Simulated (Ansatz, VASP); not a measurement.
One calculation of BeIr3, two programs

```
CELL_PARAMETERS angstrom
5.43198 0.00000 0.00000
-2.71599 4.70423 0.00000
0.00000 0.00000 4.19736
ATOMIC_POSITIONS crystal
Be 0.33333 0.66667 0.25000
Be 0.66667 0.33333 0.75000
Ir 0.82777 0.65554 0.25000
Ir 0.17223 0.82777 0.75000
Ir 0.34446 0.17223 0.25000
Ir 0.17223 0.34446 0.75000
Ir 0.82777 0.17223 0.25000
Ir 0.65554 0.82777 0.75000
```

Alike in both runs: functional PBE; k mesh 12 × 12 × 10; occupations gaussian, width 0.1 eV; no spin polarisation.

Ansatz relaxed the structure, and its values are those at the end. VASP's run is a single point on that final structure, the one shown.

```csv
,VASP,Ansatz
version,VASP 6.6.1,Ansatz 0.2.0
potentials or method,"VASP PAW PBE potentials, release 64 (Be, Ir), cutoff 520 eV","scalar-relativistic, plane waves, PAW"
valence electrons in the cell,58,106
```

```csv
,VASP,Ansatz,Ansatz less VASP
gap on the k mesh at the Fermi level (eV),none,none,-
pressure (GPa),0.4,0.0,-0.34
rms of the force components (eV/Å),0.003,0.001,-0.0029
```

A gap of «none» marks a metal or a gap that the smearing closes. VASP's potentials hold 58 valence electrons a cell and Ansatz's 106, so a difference there can come from the potentials and not from the codes.

Neither program's run includes spin-orbit coupling.
